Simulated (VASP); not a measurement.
Write the native input for VASP 6.6.1 that does the following.

* Task: single point
* Functional: PBEsol
* Potentials or basis: VASP PAW PBE potentials, release 64 (Cd_sv_GW, S)
* Cutoff: 630 eV
* k mesh: 6 × 6 × 4
* Occupations: gaussian, width 0.01 eV
* Spin: no spin polarisation
* Dipole correction: no
* Further INCAR settings: ALGO = Normal; EDIFF = 1e-06; NBANDS = 34

The structure of CdS lies in POSCAR:

```
CdS
1.0
    4.1733437621      0.0000000000      0.0000000000
   -2.0866718810      3.6142217167      0.0000000000
    0.0000000000      0.0000000000      6.7877910479
Cd S
2 2
Direct
    0.3333333333      0.6666666667     -0.0008226320
    0.6666666667      0.3333333333      0.4991773680
    0.3333333333      0.6666666667      0.3758226320
    0.6666666667      0.3333333333      0.8758226320
```

These files were run (other wordings do the same):

INCAR

```
SYSTEM = CdS
PREC = Accurate ; ENCUT = 630
EDIFF = 1E-6 ; ISMEAR = 0
SIGMA = 0.01 ; LREAL = .FALSE.
LASPH = .TRUE. ; NELM = 120
ALGO = Normal ; ISIF = 2
LWAVE = .FALSE. ; LCHARG = .TRUE.
GGA = PS ; LELF = .TRUE.
LVHAR = .TRUE. ; NBANDS = 34
GGA_COMPAT = .FALSE.
```

KPOINTS

```
Automatic mesh
0
G
  6 6 4
  0 0 0
```

Potentials or basis: VASP PAW PBE potentials, release 64 (Cd_sv_GW, S).

Launch:

```console
$ cat potpaw_PBE.64/Cd_sv_GW/POTCAR potpaw_PBE.64/S/POTCAR > POTCAR
$ mpirun -np 1 vasp_std > vasp.out
```

Results of the run:

| Item | Value |
| --- | --- |
| Pressure | -2.1 GPa |
| Band gap on the k mesh | 1.01 eV |

Caveat: the PAW data sets were made with another functional, which shifts forces and pressure a little.

Run time: 3.3 min on 1 thread of AMD EPYC 7R43 64-Core Processor (Zen 3), with other jobs on the host, peak memory 0.26 GiB.
